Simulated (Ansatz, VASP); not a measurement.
## Ta3N2 in VASP and in Ansatz

```
Ta N
1.0
     3.50754    0.00000    0.00000
    -1.75377    3.03762    0.00000
     0.00000    0.00000    6.48141
Ta N
3 2
Cartesian
  0.0000 0.0000 0.0000
  0.0000 2.0251 4.3190
  1.7538 1.0125 2.1624
  0.0000 2.0251 2.0042
  1.7538 1.0125 4.4772
```

Alike in both runs: functional r2SCAN; k mesh 12 × 12 × 6; occupations gaussian, width 0.1 eV; no spin polarisation.

Ansatz relaxed the structure, and its values are those at the end. VASP's run is a single point on that final structure, the one shown.

|  | VASP | Ansatz |
| --- | --- | --- |
| version | VASP 6.6.1 | Ansatz 0.2.0 |
| potentials or method | VASP PAW PBE potentials, release 64 (Ta_pv, N), cutoff 520 eV | scalar-relativistic, plane waves, PAW |
| valence electrons in the cell | 43 | 49 |

|  | VASP | Ansatz | Ansatz less VASP |
| --- | --- | --- | --- |
| gap on the k mesh at the Fermi level (eV) | none | none | - |
| pressure (GPa) | 1.2 | 0.0 | -1.16 |
| rms of the force components (eV/Å) | 0.019 | 0.000 | -0.0191 |

VASP's potentials were made for PBE, not for r2SCAN. A gap of «none» marks a metal or a gap that the smearing closes. VASP's potentials hold 43 valence electrons a cell and Ansatz's 49, so a difference there can come from the potentials and not from the codes.

Spin-orbit coupling is off throughout.
